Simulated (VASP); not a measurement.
# GaP (F-43m) in VASP: notebook, part 2 of 2

VASP 6.6.1. Earlier steps stand in the parts before.

### 3 Dielectric tensor, r2SCAN (strain +1.0%)

INCAR

```
PREC     = Accurate       # precision mode
ENCUT    = 520            # plane-wave cutoff, eV
EDIFF    = 1E-8           # SCF threshold, eV
ISMEAR   = 0              # smearing method
SIGMA    = 0.01           # smearing width, eV
LREAL    = F              # projectors in reciprocal space
LASPH    = T              # aspherical terms in the spheres
NELM     = 100            # most SCF steps
ALGO     = Normal         # electronic algorithm
ISIF     = 2              # what is computed and relaxed
LWAVE    = F              # write WAVECAR
LCHARG   = F              # write CHGCAR
METAGGA  = R2SCAN         # meta-GGA
LMIXTAU  = T            
LCALCEPS = T
```

KPOINTS

```
regular mesh
0
Gamma
  6 6 6
```

POSCAR

```
GaP
1.0
    0.0000000000      2.7526532803      2.7526532803
    2.7526532803      0.0000000000      2.7526532803
    2.7526532803      2.7526532803      0.0000000000
Ga P
1 1
Direct
    0.0000000000      0.0000000000      0.0000000000
    0.2500000000      0.2500000000      0.2500000000
```

Potentials or basis: VASP PAW PBE potentials, release 64 (Ga_d, P).

Started as:

```
$ cat potpaw_PBE.64/Ga_d/POTCAR potpaw_PBE.64/P/POTCAR > POTCAR
$ mpirun -np 1 vasp_std > vasp.out
```

OUTCAR:

```text
PREC = Accurate
   ENCUT = 520
   EDIFF = 1E-8
   ISMEAR = 0
   LREAL = F
   LASPH = T
   NELM = 100
   ISIF = 2
   METAGGA = R2SCAN

 ion  position               nearest neighbor table
   1  0.000  0.000  0.000-   2 2.38   2 2.38   2 2.38   2 2.38
   2  0.250  0.250  0.250-   1 2.38   1 2.38   1 2.38   1 2.38

  LATTYP: Found a face centered cubic cell.
 ALAT       =     5.5053065606

  Lattice vectors:

 A1 = (   0.0000000000,   2.7526532803,   2.7526532803)
[... 595 lines left out ...]
    3     0.00000    -0.00000     2.20465
 ion    2
    1    -2.20465     0.00000     0.00000
    2     0.00000    -2.20465     0.00000
    3     0.00000     0.00000    -2.20465

  FORCE on cell =-STRESS in cart. coord.  units (eV):
  Direction    XX          YY          ZZ          XY          YZ          ZX
  --------------------------------------------------------------------------------------
  -------------------------------------------------------------------------------------
  Total       -0.6414114     -0.6414114     -0.6414114     -0.0000000      0.0000000     -0.0000000
  in kB      -24.6355748    -24.6355748    -24.6355748     -0.0000000      0.0000000     -0.0000000
  external PRESSURE =     -24.6355748 kB  Pullay stress =       0.0000000 kB

 VOLUME and BASIS-vectors are now :
 -----------------------------------------------------------------------------
  energy-cutoff  :      520.00
  volume of cell :       41.71
      direct lattice vectors                 reciprocal lattice vectors
     0.000000000  2.752653280  2.752653280    -0.181642927  0.181642927  0.181642927
     2.752653280  0.000000000  2.752653280     0.181642927 -0.181642927  0.181642927
     2.752653280  2.752653280  0.000000000     0.181642927  0.181642927 -0.181642927

 POSITION                                       TOTAL-FORCE (eV/Angst)
 -----------------------------------------------------------------------------------
      0.00000      0.00000      0.00000        -0.000000     -0.000000     -0.000000
      1.37633      1.37633      1.37633         0.000000      0.000000      0.000000
 -----------------------------------------------------------------------------------
    total drift:                                0.000006      0.000006      0.000006

  FREE ENERGIE OF THE ION-ELECTRON SYSTEM (eV)
  ---------------------------------------------------
  free  energy   TOTEN  =       -21.4415124266 eV

  energy  without entropy=      -21.4415124266  energy(sigma->0) =      -21.44151243
```

OSZICAR:

```text
N       E                     dE             d eps       ncg     rms          rms(c)
DAV:   1     0.689160868751E+02    0.68916E+02   -0.95637E+03   424   0.205E+03
DAV:   2    -0.170287550474E+02   -0.85945E+02   -0.81334E+02   476   0.343E+02
[... 13 lines left out ...]
DMP:  12    -0.214415123079E+02   -0.87191E-07   -0.66293E-07   884   0.844E-07   0.157E-06
DMP:  13    -0.214415123605E+02   -0.52616E-07   -0.38312E-07   884   0.459E-07   0.959E-07
DMP:  14    -0.214415123915E+02   -0.30932E-07   -0.22115E-07   884   0.259E-07   0.567E-07
DMP:  15    -0.214415124093E+02   -0.17842E-07   -0.13131E-07   884   0.150E-07   0.343E-07
DMP:  16    -0.214415124201E+02   -0.10756E-07   -0.77592E-08   884   0.848E-08   0.210E-07
DMP:  17    -0.214415124266E+02   -0.65106E-08   -0.45948E-08   884   0.492E-08   0.126E-07
   1 F= -.21441512E+02 E0= -.21441512E+02  d E =-.274592E-14
```

stdout:

```text
POSCAR found type information on POSCAR GaP
 POSCAR found :  2 types and       2 ions
 scaLAPACK will be used
 -----------------------------------------------------------------------------
|                                                                             |
[... 117 lines left out ...]
 p_tot=(  0.690E+01  0.690E+01  0.691E+01 )
dp_tot=(  0.316E-04  0.320E-04  0.188E-01 )  diag[e(oo)]=(    ---      ---    9.17532 )
 p_tot=(  0.690E+01  0.690E+01  0.691E+01 )
dp_tot=(  0.315E-04  0.319E-04  0.188E-01 )  diag[e(oo)]=(    ---      ---    9.17457 )
 p_tot=(  0.690E+01  0.690E+01  0.691E+01 )
dp_tot=(  0.315E-04  0.318E-04  0.188E-01 )  diag[e(oo)]=(    ---      ---    9.17289 )
 p_tot=(  0.690E+01  0.690E+01  0.691E+01 )
dp_tot=(  0.315E-04  0.318E-04  0.188E-01 )  diag[e(
```

Wall time 26 min (1 thread of Intel Xeon Platinum 8488C (Sapphire Rapids), shared host); peak memory 0.3 GiB.

What came out:

```yaml
Band_gap_on_the_k_mesh: 1.94 eV (least direct gap 2.08 eV)
Electronic_dielectric_tensor_diagonal: 9.17
Born_charges_mean_of_the_diagonal: Ga +2.20; P -2.20 e
```

Levels at points of the mesh, in eV from the valence-band top:
| k point | band 6 | band 7 | band 8 | band 9 | band 10 | band 11 | band 12 | band 13 |
| --- | --- | --- | --- | --- | --- | --- | --- | --- |
| (0.00, 0.00, 0.00) | -12.79 | 0.00 | 0.00 | 0.00 | 2.08 | 4.19 | 4.19 | 4.19 |
| (0.50, 0.00, 0.00) | -10.73 | -6.67 | -1.12 | -1.12 | 1.94 | 5.06 | 5.06 | 8.76 |
| (0.50, 0.50, 0.00) | -9.84 | -6.81 | -2.69 | -2.69 | 1.97 | 2.12 | 11.12 | 11.12 |

Electronic dielectric tensor:
```
9.17 0.00 0.00
0.00 9.17 0.00
0.00 0.00 9.17
```

Born effective charge tensors (e):
atom 1, Ga
```
2.20 0.00 0.00
0.00 2.20 0.00
0.00 0.00 2.20
```
atom 2, P
```
-2.20  0.00  0.00
 0.00 -2.20  0.00
 0.00  0.00 -2.20
```

Dipole moments of the cell (e·Å, modulo the quantum): ionic 6.882, 6.882, 6.882; electronic 0.014, 0.014, 0.033

Caveat: the cell differs from its parent crystal (strain +1.0%); the PAW data sets were made with another functional, which shifts forces and pressure a little.
